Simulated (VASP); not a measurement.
# NaAl2O3 (Cm) in VASP: a series of runs

NaAl2O3 is run at these levels: PBE; tasks: relaxation of shape and atoms at fixed volume.

All numbers are computed with VASP 6.6.1; they aren't measurements. Logs are shortened: lines on timing, memory, paths and dates and some standing lists are left out, and cuts for length are marked.

### 1 The cell of the first run

It takes space group Cm (No. 8, monoclinic). Conventional cell: a = 5.453 Å, b = 9.445 Å, c = 3.668 Å, α = 90.00°, β = 90.63°, γ = 90.00°. Na (site symmetry m) has 6 O at 2.65 to 2.70 Å and 12 Al at 3.63 to 3.66 Å and 2 Na at 3.67 Å within 3.7 Å. Within 2.3 Å of Al (site symmetry 1) lie 3 O at 1.76 Å. Within 2.3 Å of O (site symmetry 1) lie 2 Al at 1.76 Å. O (site symmetry m) has 2 Al at 1.76 Å within 2.3 Å.

### 2 Relaxation of shape and atoms at fixed volume, PBE (15.74 Å³/atom)

Contents of INCAR:

```
SYSTEM = NaAl2O3
ALGO     = Normal         ! electronic algorithm
EDIFF    = 1E-6           ! SCF threshold, eV
EDIFFG   = -0.01          ! ionic threshold
ENCUT    = 600            ! plane-wave cutoff, eV
GGA      = PE             ! functional
IBRION   = 2              ! ionic algorithm
ISIF     = 4              ! what is computed and relaxed
ISMEAR   = 0              ! smearing method
LASPH    = .True.         ! aspherical terms in the spheres
LCHARG   = .False.        ! write CHGCAR
LREAL    = .False.        ! projectors in reciprocal space
LWAVE    = .False.        ! write WAVECAR
NELM     = 80             ! most SCF steps
NSW      = 50             ! ionic steps
PREC     = Accurate       ! precision mode
SIGMA    = 0.1            ! smearing width, eV
```

Contents of KPOINTS:

```
k-points
0
Gamma
  8 8 8
  0 0 0
```

Contents of POSCAR:

```
NaAl2O3
1.0
    2.7152010842     -4.7224723224      0.2485139910
    2.7152010842      4.7224723224      0.2485139910
   -0.3746208801      0.0000000000      3.6489639293
Na Al O
1 2 3
Direct
    0.6044393731      0.6044393731      0.3090597872
    0.9378445556      0.2711839931      0.8091177553
    0.2711839931      0.9378445556      0.8091177553
    0.6045252717      0.2482675802      0.8111588829
    0.2482675802      0.6045252717      0.8111588829
    0.9607878063      0.9607878063      0.8048489666
```

Potentials or basis: VASP PAW PBE potentials, release 64 (Na_pv, Al, O).

The run is started by

```console
$ cat potpaw_PBE.64/Na_pv/POTCAR potpaw_PBE.64/Al/POTCAR potpaw_PBE.64/O/POTCAR > POTCAR
$ mpirun -np 1 vasp_std > vasp.out
```

OUTCAR:

```text
SYSTEM = NaAl2O3
   EDIFF = 1E-6
   EDIFFG = -0.01
   ENCUT = 600
   GGA = PE
   IBRION = 2
   ISIF = 4
   ISMEAR = 0
   LASPH = .True.
   LREAL = .False.
   NELM = 80
   NSW = 50
   PREC = Accurate

 ion  position               nearest neighbor table
   1  0.604  0.604  0.309-
   2  0.938  0.271  0.809-   6 1.76   4 1.76   5 1.76   3 3.15   3 3.15   3 3.15
   3  0.271  0.938  0.809-   6 1.76   5 1.76   4 1.76   2 3.15   2 3.15   2 3.15
   4  0.605  0.248  0.811-   2 1.76   3 1.76
   5  0.248  0.605  0.811-   3 1.76   2 1.76
   6  0.961  0.961  0.805-   2 1.76   3 1.76

  LATTYP: Found a base centered monoclinic cell.
 ALAT       =     5.4531004507
 B/A-ratio  =     1.7320320303
 C/A-ratio  =     0.6726712229
 COS(beta)  =    -0.0110337224

  Lattice vectors:

 A1 = (   2.7152010842,  -4.7224723224,   0.2485139910)
 A2 = (   2.7152010842,   4.7224723224,   0.2485139910)
 A3 = (  -0.3746208801,   0.0000000000,   3.6489639293)

Analysis of symmetry for initial positions (statically):
=====================================================================
 Subroutine PRICEL returns:
 Original cell was already a primitive cell.

 Routine SETGRP: Setting up the symmetry group for a
 base centered monoclinic supercell.

 Subroutine GETGRP returns: Found  2 space group operations
 (whereof  2 operations were pure point group operations)
 out of a pool of  4 trial point group operations.

The static configuration has the point symmetry C_1h.

Analysis of symmetry for dynamics (positions and initial velocities):
=====================================================================
 Subroutine PRICEL returns:
 Original cell was already a primitive cell.

 Routine SETGRP: Setting up the symmetry group for a
 base centered monoclinic supercell.

 Subroutine GETGRP returns: Found  2 space group operations
 (whereof  2 operations were pure point group operations)
 out of a pool of  4 trial point group operations.

The dynamic configuration has the point symmetry C_1h.

 Subroutine INISYM returns: Found  2 space group operations
 (whereof  2 operations are pure point group operations),
 and found     1 'primitive' translations

----------------------------------------------------------------------------------------

                                     Primitive cell

  volume of cell :      94.4567

  direct lattice vectors                    reciprocal lattice vectors
     2.715201084 -4.722472322  0.248513991     0.182434161 -0.105876745  0.018729603
     2.715201084  4.722472322  0.248513991     0.182434161  0.105876745  0.018729603
    -0.374620880  0.000000000  3.648963929    -0.024849487  0.000000000  0.271499221

  length of vectors
     5.453056113  5.453056113  3.668143749     0.211761437  0.211761437  0.272634048

  position of ions in fractional coordinates (direct lattice)
     0.604439373  0.604439373  0.309059787
     0.937844556  0.271183993  0.809117755
     0.271183993  0.937844556  0.809117755
     0.604525272  0.248267580  0.811158883
     0.248267580  0.604525272  0.811158883
     0.960787806  0.960787806  0.804848967

  ion indices of the primitive-cell ions
   primitive index   ion index
                 1           1
                 2           2
                 3           3
                 4           4
                 5           5
                 6           6

----------------------------------------------------------------------------------------

 KPOINTS: k-points

Automatic generation of k-mesh.
 Grid dimensions read from file:
 generate k-points for:    8    8    8

 Generating k-lattice:

  Cartesian coordinates                     Fractional coordinates (reciprocal lattice)
     0.022804270 -0.013234593  0.002341200     0.125000000 -0.000000000  0.000000000
     0.022804270  0.013234593  0.002341200    -0.000000000  0.125000000  0.000000000
    -0.003106186  0.000000000  0.033937403     0.000000000  0.000000000  0.125000000

  Length of vectors
     0.026470180  0.026470180  0.034079256

  Shift w.r.t. Gamma in fractional coordinates (k-lattice)
     0.000000000  0.000000000  0.000000000

 Subroutine IBZKPT returns following result:
 ===========================================

 Found    150 irreducible k-points:

 Following reciprocal coordinates:
            Coordinates               Weight
  0.000000  0.000000  0.000000      1.000000
  0.125000  0.000000  0.000000      4.000000
  0.250000  0.000000  0.000000      4.000000
  0.375000 -0.000000 -0.000000      4.000000
  0.500000  0.000000  0.000000      2.000000
  0.125000  0.125000  0.000000      2.000000
[... 16 lines left out ...]
  0.125000  0.000000  0.125000      4.000000
  0.250000 -0.000000  0.125000      4.000000
 [... further k-points ...]
   k-points           NKPTS =    150   k-points in BZ     NKDIM =    150   number of bands    NBANDS=     19
   number of dos      NEDOS =    301   number of ions     NIONS =      6
   total plane-waves  NPLWV =  69120
   dimension x,y,z NGX =    48 NGY =   48 NGZ =   30
   dimension x,y,z NGXF=    96 NGYF=   96 NGZF=   60
   ions per type =               1   2   3
   NGX,Y,Z   is equivalent  to a cutoff of  14.63, 14.63, 13.60 a.u.
   NGXF,Y,Z  is equivalent  to a cutoff of  29.27, 29.27, 27.19 a.u.
 SYSTEM =  NaAl2O3
   PREC   = accura    normal or accurate (medium, high low for compatibility)
   ISTART =      0    job   : 0-new  1-cont  2-samecut
   ICHARG =      2    charge: 1-file 2-atom 10-const
   ISPIN  =      1    spin polarized calculation?
   LNONCOLLINEAR =      F non collinear calculations
   LSORBIT =      F    spin-orbit coupling
   LASPH  =      T    aspherical Exc in radial PAW
   ENCUT  =  600.0 eV  44.10 Ry    6.64 a.u.  10.89 10.89  7.33*2*pi/ulx,y,z
   NELM   =     80;   NELMIN=  2; NELMDL= -5     # of ELM steps
   EDIFF  = 0.1E-05   stopping-criterion for ELM
   LREAL  =      F    real-space projection
   EDIFFG = -.1E-01   stopping-criterion for IOM
   NSW    =     50    number of steps for IOM
   IBRION =      2    ionic relax: 0-MD 1-quasi-New 2-CG
   NFREE  =      1    steps in history (QN), initial steepest desc. (CG)
   ISIF   =      4    stress and relaxation
   ISYM   =      2    0-nonsym 1-usesym 2-fastsym
   POTIM  = 0.5000    time-step for ionic-motion
   TEBEG  =    0.0;   TEEND  =   0.0 temperature during run
   PSTRESS=    0.0 pullay stress
   NELECT =      31.0000    total number of electrons
   NUPDOWN=      -1.0000    fix difference up-down
   EMIN   =  10.00;   EMAX   =-10.00  energy-range for DOS
   EFERMI =   0.00;   METHOD = LEGACY
   ISMEAR =     0;   SIGMA  =   0.10  broadening in eV -4-tet -1-fermi 0-gaus
   EFERMI_NEDOS =   21; number of points for ismear=-14 and -15
   IALGO  =     38    algorithm
   IMIX   =      4    mixing-type and parameters
     AMIX     =   0.40;   BMIX     =  1.00
     AMIX_MAG =   1.60;   BMIX_MAG =  1.00
  volume/ion in A,a.u.               =      15.74       106.24
  Fermi-wavevector in a.u.,A,eV,Ry     =   1.129235  2.133945 17.349774  1.275172
  Thomas-Fermi vector in A             =   2.265928
   LORBIT       =      0    0 simple, 1 ext, 2 COOP (PROOUT), +10 PAW based schemes
   GGA     = PE    functional components
   LHFCALC =     F    Hartree Fock is set to
   AEXX    =    0.0000 exact exchange contribution
   IVDW    =     0    specifies the selected vdW correction
   LEPSILON=     F    determine dielectric tensor
   LRPA    =     F    only Hartree local field effects (RPA)
 conjugate gradient relaxation of ions
 non-spin polarized calculation
 Gauss-broadening in eV      SIGMA  =   0.10
  energy-cutoff  :      600.00
  volume of cell :       94.46
 maximum number of plane-waves:      3176
 NGX is ok and might be reduce to    48
   NGX = 21   NGY = 21   NGZ = 15

--------------------------------------- Ionic step        1  -------------------------------------------

 number of electron      30.9999991 magnetization

 Free energy of the ion-electron system (eV)
  ---------------------------------------------------
  ext. energy  EPLUGINS =         0.00000000
  ---------------------------------------------------
  free energy    TOTEN  =       -36.67738589 eV

  energy without entropy =      -36.67453625  energy(sigma->0) =      -36.67596107

------------------------ aborting loop because EDIFF is reached ----------------------------------------

  FORCE on cell =-STRESS in cart. coord.  units (eV):
  Direction    XX          YY          ZZ          XY          YZ          ZX
  --------------------------------------------------------------------------------------
  -------------------------------------------------------------------------------------
  Total       -2.1518681     -2.1662575     -0.5232545      0.0000000      0.0000000     -0.1363231
  in kB      -36.5000453    -36.7441186     -8.8754575      0.0000000      0.0000000     -2.3123166
  external PRESSURE =     -27.3732071 kB  Pullay stress =       0.0000000 kB
[... 65 lines left out ...]
  energy  without entropy=      -36.6892792352  energy(sigma->0) =      -36.69067059

--------------------------------------- Ionic step        3  -------------------------------------------

 number of electron      31.0000001 magnetization

 Free energy of the ion-electron system (eV)
  ---------------------------------------------------
  ext. energy  EPLUGINS =         0.00000000
  ---------------------------------------------------
  free energy    TOTEN  =       -36.69236868 eV

  energy without entropy =      -36.68959418  energy(sigma->0) =      -36.69098143

 E-fermi :   4.4020     XC(G=0):  -8.6915

 val. band max:        4.3161693635   @ k =  -0.3750  -0.3750   0.1250
 cond. band min:       4.4135386081   @ k =  -0.3750  -0.0000   0.2500
 fundamental gap:      0.0973692446
 Fermi energy:         4.4019724019

 k-point     1 :       0.0000    0.0000    0.0000
  band No.  band energies     occupation
      1     -20.5452      2.00000
      2     -20.5451      2.00000
      3     -20.4834      2.00000
      4     -16.5462      2.00000
      5     -15.7595      2.00000
      6     -15.7594      2.00000
[... 11 lines left out ...]
     18       8.8553      0.00000
     19       8.8558      0.00000
[... 489 lines left out ...]
      3     -20.4875      2.00000
      4     -16.4250      2.00000
      5     -15.8546      2.00000
      6     -15.7772      2.00000
[... 11 lines left out ...]
     18       8.1941      0.00000
     19       8.2728      0.00000

 [... further k-points ...]

------------------------ aborting loop because EDIFF is reached ----------------------------------------

  FORCE on cell =-STRESS in cart. coord.  units (eV):
  Direction    XX          YY          ZZ          XY          YZ          ZX
  --------------------------------------------------------------------------------------
  -------------------------------------------------------------------------------------
  Total       -0.5673157     -0.5626928     -0.5840291      0.0000000      0.0000000      0.0202992
  in kB       -9.6228237     -9.5444110     -9.9063170      0.0000000      0.0000000      0.3443153
  external PRESSURE =      -9.6911839 kB  Pullay stress =       0.0000000 kB
[... 21 lines left out ...]
  FREE ENERGIE OF THE ION-ELECTRON SYSTEM (eV)
  ---------------------------------------------------
  free  energy   TOTEN  =       -36.6923686849 eV

  energy  without entropy=      -36.6895941764  energy(sigma->0) =      -36.69098143

 reached required accuracy - stopping structural energy minimisation
```

It took 7.5 min on 1 thread of Intel Xeon Platinum 8259CL at 2.50GHz (Skylake/Cascade Lake), shared host; peak memory 0.46 GiB.

Results:

```yaml
Free_energy: -36.6924 eV
Energy_gained_by_relaxing: 2.5 meV/atom
Ionic_steps: 3
Pressure_after_relaxing: -1.0 GPa
Largest_force_after_relaxing: 0.008 eV/Å
Band_gap_on_the_k_mesh: zero (an odd number of electrons rules out a gap without spin polarisation)
```

Forces in eV/Å, atoms in the order of the input:
```
Na   0.000  0.000  0.000
Al   0.001  0.000  0.000
Al   0.001  0.000  0.000
O   -0.005 -0.007  0.000
O   -0.005  0.007  0.000
O    0.008  0.000  0.001
```

The path:
| step | energy change (eV) | largest force (eV/Å) | pressure (GPa) | volume (Å³) |
| --- | --- | --- | --- | --- |
| 1 | 0.0000 | 0.2743 | -2.74 | 94.46 |
| 2 | -0.0147 | 0.0451 | -1.21 | 94.46 |
| 3 | -0.0150 | 0.0084 | -0.97 | 94.46 |

Final structure:
```
Na Al O
1.0
     2.70133   -4.69826    0.24760
     2.70133    4.69826    0.24760
    -0.37739    0.00000    3.68665
Na Al O
1 2 3
Direct
  0.60444 0.60444 0.30906
  0.93784 0.27118 0.80911
  0.27118 0.93784 0.80911
  0.60453 0.24545 0.81112
  0.24545 0.60453 0.81112
  0.96360 0.96360 0.80493
```

Levels at points of the mesh, in eV from the Fermi level:
```tsv
k point	band 13	band 14	band 15	band 16	band 17	band 18
(0.00, 0.00, 0.00)	-5.19	-4.62	-4.62	-2.31	2.42	4.45
(0.50, 0.00, 0.00)	-4.96	-4.92	-4.68	-0.61	0.38	2.93
(0.50, 0.50, 0.00)	-4.96	-4.92	-4.68	-0.61	0.38	2.93
(0.00, 0.00, 0.50)	-5.23	-5.14	-5.14	0.65	1.53	1.69
(0.50, 0.00, 0.50)	-5.36	-5.26	-4.86	0.68	1.12	3.44
(0.50, 0.50, 0.50)	-5.36	-5.26	-4.86	0.68	1.12	3.46
```

Caveat: an odd number of electrons without spin polarisation forces a metal; a magnetic or distorted state may lie lower.

(Continued in part 2 of 3.)
